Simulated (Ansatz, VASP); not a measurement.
This is a calculation of O for VASP 6.6.1.

INCAR

```
PREC     = Accurate       # precision mode
ENCUT    = 520            # plane-wave cutoff, eV
EDIFF    = 1E-6           # SCF threshold, eV
ISMEAR   = -1             # smearing method
SIGMA    = 0.05           # smearing width, eV
LREAL    = False          # projectors in reciprocal space
LASPH    = True           # aspherical terms in the spheres
NELM     = 60             # most SCF steps
ALGO     = Normal         # electronic algorithm
ISIF     = 2              # what is computed and relaxed
LWAVE    = False          # write WAVECAR
LCHARG   = False          # write CHGCAR
NBANDS   = 13             # bands
```

Contents of KPOINTS:

```
regular mesh
0
Gamma
  10 10 7
```

File POSCAR:

```
O
1.0
    2.7931946254     -1.6284795617      0.0000000000
    2.7931946254      1.6284795617      0.0000000000
   -2.3456105162      0.0000000000      3.5725996965
O
2
Direct
    0.9745461700      0.9745461700      0.8444259800
    0.0254538300      0.0254538300      0.1555740200
```

Potentials or basis: VASP PAW LDA potentials, release 64 (O).

Run with:

```bash
$ cat potpaw_LDA.64/O/POTCAR > POTCAR
$ mpirun -np 1 vasp_std > vasp.out
```

Task: Translate it to Ansatz 0.2.0. Potentials there: Ansatz PAW.

Result: As run (the cutoff follows the program's own potentials):

File input.yaml:

```yaml
crystal:
  lattice:
    - [2.7931946254, -1.6284795617, 0.0]
    - [2.7931946254, 1.6284795617, 0.0]
    - [-2.3456105162, 0.0, 3.5725996965]
  atoms:
    - { symbol: O, position: [0.97454617, 0.97454617, 0.84442598] }
    - { symbol: O, position: [0.02545383, 0.02545383, 0.15557402] }
hamiltonian:
  xc: lda
  pseudopotentials: { kind: paw }
kpoints:
  mp_grid: { grid: [10, 10, 7] }
scf:
  occupations: { method: fermi_dirac, width: 0.05 }
output:
  forces: true
  stress: true
  eigenvalues: true
```

Potentials or basis: Ansatz PAW.

Launch:

```console
$ ansatz run input.yaml --threads 2 --pin off --max-ram 5632MiB --backend cpu --events-out ev --progress --plain --runs-dir out
```

Both were run:

|  | VASP | Ansatz | Ansatz less VASP |
| --- | --- | --- | --- |
| gap on the k mesh at the Fermi level (eV) | none | none | - |
| pressure (GPa) | -0.5 | -3.8 | -3.26 |
| traceless stress, the component that is largest in VASP (GPa) | 6.02 | 0.38 | -5.635 |
| rms of the force components (eV/Å) | 1.178 | 0.153 | -1.0251 |

LDA's correlation is that of Perdew and Zunger in VASP and of Perdew and Wang (1992) in Ansatz. Atom by atom the forces differ by 1.057 eV/Å (rms over components). A gap of «none» marks a metal or a gap that the smearing closes.

Noted on VASP's run: the standard files for N, O and F lose accuracy on very short bonds; spin is off for a triplet molecule. Noted on Ansatz's run: Pulay correction over one GPa; spin is off for a triplet molecule.
